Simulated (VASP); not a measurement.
# SnO2 (P4_2/mnm) in VASP: further runs

SnO2 is run at these levels: PBE; tasks: relaxation of cell and atoms.

All numbers are computed with VASP 6.6.1; they aren't measurements. Logs are shortened: lines on timing, memory, paths and dates and some standing lists are left out, and cuts for length are marked.

### 1 The cell of the first run

The structure is tetragonal, space group P4_2/mnm (No. 136). Conventional cell: a = 4.737 Å, b = 4.737 Å, c = 3.186 Å, α = 90.00°, β = 90.00°, γ = 90.00°. Sn (site symmetry mmm) has 6 O at 2.05 to 2.06 Å within 2.7 Å. O (site symmetry m2m) has 3 Sn at 2.05 to 2.06 Å and 1 O at 2.60 Å within 2.7 Å.

### 2 Relaxation of cell and atoms, PBE

Input file INCAR:

```
SYSTEM = SnO2
ALGO = Normal
EDIFF = 1E-6
EDIFFG = -0.04
ENCUT = 600
GGA = PE
IBRION = 2
ISIF = 3
ISMEAR = 0
LASPH = .TRUE.
LCHARG = .FALSE.
LREAL = .FALSE.
LWAVE = .FALSE.
NELM = 80
NSW = 90
PREC = Accurate
SIGMA = 0.1
```

Input file KPOINTS:

```
k-points
0
G
  4 4 6
  0 0 0
```

Input file POSCAR:

```
SnO2
1.0
    4.7373499900      0.0000000000      0.0000000000
    0.0000000000      4.7373499900      0.0000000000
    0.0000000000      0.0000000000      3.1863999400
Sn O
2 4
Direct
    0.0000000000      0.0000000000      0.0000000000
    0.5000000000      0.5000000000      0.5000000000
    0.3056200100      0.3056200100      0.0000000000
    0.1943799900      0.8056200100      0.5000000000
    0.6943799900      0.6943799900      0.0000000000
    0.8056200100      0.1943799900      0.5000000000
```

Potentials or basis: VASP PAW PBE potentials, release 64 (Sn_d, O).

The run is started by

```
$ cat potpaw_PBE.64/Sn_d/POTCAR potpaw_PBE.64/O/POTCAR > POTCAR
$ mpirun -np 1 vasp_std > vasp.out
```

OUTCAR:

```text
SYSTEM = SnO2
   EDIFF = 1E-6
   EDIFFG = -0.04
   ENCUT = 600
   GGA = PE
   IBRION = 2
   ISIF = 3
   ISMEAR = 0
   LASPH = .TRUE.
   LREAL = .FALSE.
   NELM = 80
   NSW = 90
   PREC = Accurate

 ion  position               nearest neighbor table
   1  0.000  0.000  0.000-   3 2.05   5 2.05   4 2.06   6 2.06   4 2.06   6 2.06   2 3.71   2 3.71
                             2 3.71   2 3.71   2 3.71   2 3.71   2 3.71   2 3.71
   2  0.500  0.500  0.500-   4 2.05   6 2.05   5 2.06   3 2.06   3 2.06   5 2.06   1 3.71   1 3.71
                             1 3.71   1 3.71   1 3.71   1 3.71   1 3.71   1 3.71
   3  0.306  0.306  0.000-   1 2.05   2 2.06   2 2.06
   4  0.194  0.806  0.500-   2 2.05   1 2.06   1 2.06
   5  0.694  0.694  0.000-   1 2.05   2 2.06   2 2.06
   6  0.806  0.194  0.500-   2 2.05   1 2.06   1 2.06

  LATTYP: Found a simple tetragonal cell.
 ALAT       =     4.7373499900
 C/A-ratio  =     0.6726123142

  Lattice vectors:

 A1 = (   4.7373499900,   0.0000000000,   0.0000000000)
 A2 = (   0.0000000000,   4.7373499900,   0.0000000000)
 A3 = (   0.0000000000,   0.0000000000,   3.1863999400)

Analysis of symmetry for initial positions (statically):
=====================================================================
 Subroutine PRICEL returns:
 Original cell was already a primitive cell.

 Routine SETGRP: Setting up the symmetry group for a
 simple tetragonal supercell.

 Subroutine GETGRP returns: Found 16 space group operations
 (whereof  8 operations were pure point group operations)
 out of a pool of 16 trial point group operations.

The static configuration has the point symmetry D_2h.
 The point group associated with its full space group is D_4h.

Analysis of symmetry for dynamics (positions and initial velocities):
=====================================================================
 Subroutine PRICEL returns:
 Original cell was already a primitive cell.

 Routine SETGRP: Setting up the symmetry group for a
 simple tetragonal supercell.

 Subroutine GETGRP returns: Found 16 space group operations
 (whereof  8 operations were pure point group operations)
 out of a pool of 16 trial point group operations.

The dynamic configuration has the point symmetry D_2h.
 The point group associated with its full space group is D_4h.

 Subroutine INISYM returns: Found 16 space group operations
 (whereof  8 operations are pure point group operations),
 and found     1 'primitive' translations

----------------------------------------------------------------------------------------

                                     Primitive cell

  volume of cell :      71.5107
[... 88 lines left out ...]
   ISTART =      0    job   : 0-new  1-cont  2-samecut
   ICHARG =      2    charge: 1-file 2-atom 10-const
   ISPIN  =      1    spin polarized calculation?
   LNONCOLLINEAR =      F non collinear calculations
   LSORBIT =      F    spin-orbit coupling
   LASPH  =      T    aspherical Exc in radial PAW
   ENCUT  =  600.0 eV  44.10 Ry    6.64 a.u.   9.46  9.46  6.36*2*pi/ulx,y,z
   NELM   =     80;   NELMIN=  2; NELMDL= -5     # of ELM steps
   EDIFF  = 0.1E-05   stopping-criterion for ELM
   LREAL  =      F    real-space projection
   EDIFFG = -.4E-01   stopping-criterion for IOM
   NSW    =     90    number of steps for IOM
   IBRION =      2    ionic relax: 0-MD 1-quasi-New 2-CG
   NFREE  =      1    steps in history (QN), initial steepest desc. (CG)
   ISIF   =      3    stress and relaxation
   ISYM   =      2    0-nonsym 1-usesym 2-fastsym
   POTIM  = 0.5000    time-step for ionic-motion
   TEBEG  =    0.0;   TEEND  =   0.0 temperature during run
   PSTRESS=    0.0 pullay stress
   NELECT =      52.0000    total number of electrons
   NUPDOWN=      -1.0000    fix difference up-down
   EMIN   =  10.00;   EMAX   =-10.00  energy-range for DOS
   EFERMI =   0.00;   METHOD = LEGACY
   ISMEAR =     0;   SIGMA  =   0.10  broadening in eV -4-tet -1-fermi 0-gaus
   EFERMI_NEDOS =   21; number of points for ismear=-14 and -15
   IALGO  =     38    algorithm
   IMIX   =      4    mixing-type and parameters
     AMIX     =   0.40;   BMIX     =  1.00
     AMIX_MAG =   1.60;   BMIX_MAG =  1.00
  volume/ion in A,a.u.               =      11.92        80.43
  Fermi-wavevector in a.u.,A,eV,Ry     =   1.472150  2.781961 29.486914  2.167227
  Thomas-Fermi vector in A             =   2.587200
   LORBIT       =      0    0 simple, 1 ext, 2 COOP (PROOUT), +10 PAW based schemes
   GGA     = PE    functional components
   LHFCALC =     F    Hartree Fock is set to
   AEXX    =    0.0000 exact exchange contribution
   IVDW    =     0    specifies the selected vdW correction
   LEPSILON=     F    determine dielectric tensor
   LRPA    =     F    only Hartree local field effects (RPA)
 conjugate gradient relaxation of ions
 non-spin polarized calculation
 Gauss-broadening in eV      SIGMA  =   0.10
  energy-cutoff  :      600.00
  volume of cell :       71.51
 maximum number of plane-waves:      2409
 NGX is ok and might be reduce to    40
   NGX = 19   NGY = 19   NGZ = 13

--------------------------------------- Ionic step        1  -------------------------------------------

 number of electron      52.0000000 magnetization

 Free energy of the ion-electron system (eV)
  ---------------------------------------------------
  ext. energy  EPLUGINS =         0.00000000
  ---------------------------------------------------
  free energy    TOTEN  =       -37.17383513 eV

  energy without entropy =      -37.17383513  energy(sigma->0) =      -37.17383513

------------------------ aborting loop because EDIFF is reached ----------------------------------------

  FORCE on cell =-STRESS in cart. coord.  units (eV):
  Direction    XX          YY          ZZ          XY          YZ          ZX
  --------------------------------------------------------------------------------------
  -------------------------------------------------------------------------------------
  Total        4.6666288      4.6666288      5.8250024      0.0000000      0.0000000      0.0000000
  in kB      104.5544728    104.5544728    130.5074978      0.0000000      0.0000000      0.0000000
  external PRESSURE =     113.2054811 kB  Pullay stress =       0.0000000 kB
[... 147 lines left out ...]
--------------------------------------- Ionic step        5  -------------------------------------------

 number of electron      52.0000001 magnetization

 Free energy of the ion-electron system (eV)
  ---------------------------------------------------
  ext. energy  EPLUGINS =         0.00000000
  ---------------------------------------------------
  free energy    TOTEN  =       -37.30993016 eV

  energy without entropy =      -37.30993013  energy(sigma->0) =      -37.30993014

 E-fermi :   5.8426     XC(G=0): -10.9721

 val. band max:        5.5207036953   @ k =   0.0000   0.0000   0.0000
 cond. band min:       6.1645520734   @ k =   0.0000   0.0000   0.0000
 fundamental gap:      0.6438483781
 Fermi energy:         5.8426356446

 k-point     1 :       0.0000    0.0000    0.0000
  band No.  band energies     occupation
      1     -15.5143      2.00000
      2     -14.8477      2.00000
      3     -14.6634      2.00000
      4     -14.6355      2.00000
      5     -14.6355      2.00000
      6     -14.5738      2.00000
[... 838 lines left out ...]
  FREE ENERGIE OF THE ION-ELECTRON SYSTEM (eV)
  ---------------------------------------------------
  free  energy   TOTEN  =       -37.3099301631 eV

  energy  without entropy=      -37.3099301260  energy(sigma->0) =      -37.30993014

 reached required accuracy - stopping structural energy minimisation
```

OSZICAR:

```text
N       E                     dE             d eps       ncg     rms          rms(c)
DAV:   1     0.703496229423E+03    0.70350E+03   -0.28476E+04  1618   0.287E+03
[... 46 lines left out ...]
DAV:   1    -0.373119238350E+02   -0.53930E-02   -0.12554E+00  1488   0.807E+00    0.486E-01
DAV:   2    -0.373119913690E+02   -0.67534E-04   -0.50945E-02  1842   0.181E+00    0.245E-01
DAV:   3    -0.373100849588E+02    0.19064E-02   -0.32182E-03  1921   0.787E-01    0.858E-02
DAV:   4    -0.373099348763E+02    0.15008E-03   -0.10136E-03  2276   0.329E-01    0.229E-02
DAV:   5    -0.373099330722E+02    0.18042E-05   -0.11485E-04  1724   0.890E-02    0.114E-02
DAV:   6    -0.373099300501E+02    0.30221E-05   -0.70696E-06  1736   0.282E-02    0.367E-03
DAV:   7    -0.373099301631E+02   -0.11305E-06   -0.14504E-06  1011   0.128E-02
   5 F= -.37309930E+02 E0= -.37309930E+02  d E =-.339865E-02
```

CONTCAR:

```text
SnO2
   1.00000000000000
     4.8249891999003482   -0.0000000000000000    0.0000000000000000
     0.0000000000000000    4.8249891999003482    0.0000000000000000
     0.0000000000000000    0.0000000000000000    3.2447589185068249
  Sn              O
     2     4
Direct
     1.0000000000000000    1.0000000000000000    0.0000000000000000
     0.5000000000000000    0.5000000000000000    0.5000000000000000
     0.3064057813878068    0.3064057813878068    0.0000000000000000
     0.1935942186121933    0.8064057813878067    0.5000000000000000
     0.6935942186121933    0.6935942186121933    0.0000000000000000
     0.8064057813878067    0.1935942186121933    0.5000000000000000

  0.00000000E+00  0.00000000E+00  0.00000000E+00
  0.00000000E+00  0.00000000E+00  0.00000000E+00
  0.00000000E+00  0.00000000E+00  0.00000000E+00
  0.00000000E+00  0.00000000E+00  0.00000000E+00
  0.00000000E+00  0.00000000E+00  0.00000000E+00
  0.00000000E+00  0.00000000E+00  0.00000000E+00
```

Wall time 2.7 min (1 thread of Intel Xeon 8259CL, shared host); peak memory 0.21 GiB.

What came out:

```
Free energy                           : -37.3099 eV
Relaxed volume                        : 12.59 Å³/atom
Relaxed cell                          : a = 4.825 Å, b = 4.825 Å, c = 3.245 Å, α = 90.00°, β = 90.00°, γ = 90.00°
Space group after relaxing (to 0.1 Å) : P4_2/mnm (No. 136)
Energy gained by relaxing             : 22.7 meV/atom
Ionic steps                           : 5
Pressure after relaxing               : 0.1 GPa
Largest force after relaxing          : 0.017 eV/Å
Band gap on the k mesh                : 0.64 eV
```

Forces on the atoms (eV/Å):
```
Sn   0.000  0.000  0.000
Sn   0.000  0.000  0.000
O    0.012  0.012  0.000
O   -0.012  0.012  0.000
O   -0.012 -0.012  0.000
O    0.012 -0.012  0.000
```

Stress tensor (GPa, compression positive):
```
 0.26  0.00  0.00
 0.00  0.26  0.00
 0.00  0.00 -0.09
```

Step by step:
```tsv
step	energy change (eV)	largest force (eV/Å)	pressure (GPa)	volume (Å³)
1	0.0000	0.0510	11.32	71.51
2	0.0460	0.3229	-9.92	80.58
3	-0.1327	0.1552	0.00	75.47
4	-0.1327	0.1517	0.20	75.39
5	-0.1361	0.0175	0.14	75.54
```

Final structure:
```xyz
6
Lattice="4.8250 0.0000 0.0000 0.0000 4.8250 0.0000 0.0000 0.0000 3.2448" Properties=species:S:1:pos:R:3 pbc="T T T"
Sn    4.8250    4.8250    0.0000
Sn    2.4125    2.4125    1.6224
O     1.4784    1.4784    0.0000
O     0.9341    3.8909    1.6224
O     3.3466    3.3466    0.0000
O     3.8909    0.9341    1.6224
```

Caveat: spin-orbit coupling is left out, which moves the levels of the heavy elements.

### 3 Relaxation of cell and atoms, PBE

This run uses another cell than the first one, of 12.56 Å³/atom.

Input file INCAR:

```
PREC = Accurate
ENCUT = 600
EDIFF = 1E-6
ISMEAR = 0
SIGMA = 0.02
LREAL = F
LASPH = T
NELM = 100
ALGO = Normal
ISIF = 3
LWAVE = F
LCHARG = F
GGA = PE
IBRION = 2
NSW = 100
EDIFFG = -0.01
```

Input file KPOINTS:

```
regular mesh
0
Gamma
  6 6 8
```

Input file POSCAR:

```
SnO2
1.0
    4.8254276686      0.0000000000      0.0000000000
    0.0000000000      4.8254276686      0.0000000000
    0.0000000000      0.0000000000      3.2372800157
Sn O
2 4
Direct
    0.0000000000      0.0000000000      0.0000000000
    0.5000000000      0.5000000000      0.5000000000
    0.3067491140      0.3067491140      0.0000000000
    0.1932508860      0.8067491140      0.5000000000
    0.6932508860      0.6932508860      0.0000000000
    0.8067491140      0.1932508860      0.5000000000
```

Potentials or basis: VASP PAW PBE potentials, release 64 (Sn_d, O).

The run is started by

```
$ cat potpaw_PBE.64/Sn_d/POTCAR potpaw_PBE.64/O/POTCAR > POTCAR
$ mpirun -np 1 vasp_std > vasp.out
```

Wall time 3.8 min (1 thread of Intel Xeon 8259CL, shared host); peak memory 0.25 GiB.

The run converged. Its results:

| Quantity | Value |
| --- | --- |
| Free energy | -37.3203 eV |
| Relaxed volume | 12.61 Å³/atom |
| Relaxed cell | a = 4.830 Å, b = 4.830 Å, c = 3.242 Å, α = 90.00°, β = 90.00°, γ = 90.00° |
| Space group after relaxing (to 0.1 Å) | P4_2/mnm (No. 136) |
| Energy gained by relaxing | 0.1 meV/atom |
| Ionic steps | 4 |
| Pressure after relaxing | 0.0 GPa |
| Largest force after relaxing | 0.010 eV/Å |
| Band gap on the k mesh | 0.64 eV |

Forces on the atoms (eV/Å):
```
Sn   0.000  0.000  0.000
Sn   0.000  0.000  0.000
O   -0.007 -0.007  0.000
O    0.007 -0.007  0.000
O    0.007  0.007  0.000
O   -0.007  0.007  0.000
```

Step by step:
```csv
step,energy change (eV),largest force (eV/Å),pressure (GPa),volume (Å³)
1,0.0000,0.0435,0.66,75.38
2,0.0002,0.0277,-0.79,75.95
3,-0.0006,0.0108,-0.02,75.64
4,-0.0006,0.0100,-0.03,75.64
```

Final structure:
```xyz
6
Lattice="4.8301 0.0000 0.0000 0.0000 4.8301 0.0000 0.0000 0.0000 3.2423" Properties=species:S:1:pos:R:3 pbc="T T T"
Sn    0.0000    0.0000    0.0000
Sn    2.4150    2.4150    1.6212
O     1.4809    1.4809    0.0000
O     0.9341    3.8960    1.6212
O     3.3492    3.3492    0.0000
O     3.8960    0.9341    1.6212
```

Levels at points of the mesh, in eV from the valence-band top:
| k point | band 24 | band 25 | band 26 | band 27 | band 28 | band 29 |
| --- | --- | --- | --- | --- | --- | --- |
| (0.00, 0.00, 0.00) | -0.74 | -0.74 | 0.00 | 0.64 | 5.66 | 6.04 |
| (0.50, 0.00, 0.00) | -1.21 | -0.60 | -0.60 | 3.85 | 3.85 | 6.79 |
| (0.50, 0.50, 0.00) | -1.33 | -0.85 | -0.85 | 4.24 | 4.24 | 7.13 |
| (0.00, 0.00, 0.50) | -1.52 | -1.18 | -1.18 | 5.56 | 5.56 | 9.35 |
| (0.50, 0.00, 0.50) | -1.01 | -0.75 | -0.75 | 5.82 | 5.82 | 7.59 |
| (0.50, 0.50, 0.50) | -0.92 | -0.78 | -0.78 | 4.33 | 4.33 | 8.60 |

Caveat: spin-orbit coupling is left out, which moves the levels of the heavy elements. PBE usually gives volumes a little too large and moduli too small.
